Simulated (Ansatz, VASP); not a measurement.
CsGa in VASP and in Ansatz

```
Cs Ga
1.0
     4.01502    0.00000    0.00000
     0.00000    4.01502    0.00000
     0.00000    0.00000    4.01502
Cs Ga
1 1
Direct
  0.00000 0.00000 0.00000
  0.50000 0.50000 0.50000
```

Alike in both runs: task relaxation of cell and atoms; functional PBE; k mesh 4 × 4 × 4; occupations gaussian, width 0.1 eV; no spin polarisation.

```csv
,VASP,Ansatz
version,VASP 6.6.1,Ansatz 0.2.0
potentials or method,"VASP PAW PBE potentials, release 64 (Cs_sv, Ga_d), cutoff 600 eV","scalar-relativistic, plane waves, PAW"
valence electrons in the cell,22,22
```

|  | VASP | Ansatz | Ansatz less VASP |
| --- | --- | --- | --- |
| gap on the k mesh at the Fermi level, each at its own relaxed structure (eV) | none | none | - |
| relaxed volume (Å³/atom) | 45.05 | 43.66 | -1.386 |
| relaxed length of the cell vector where the two differ most in proportion (Å) | 4.483 | 4.436 | -0.0465 |

A gap of «none» marks a metal or a gap that the smearing closes.

The k mesh is coarse, so the values compare programs but aren't converged. Neither program's run includes spin-orbit coupling. Noted on VASP's run: the volume moved by over 15 % at a fixed basis, so the end points are rough.
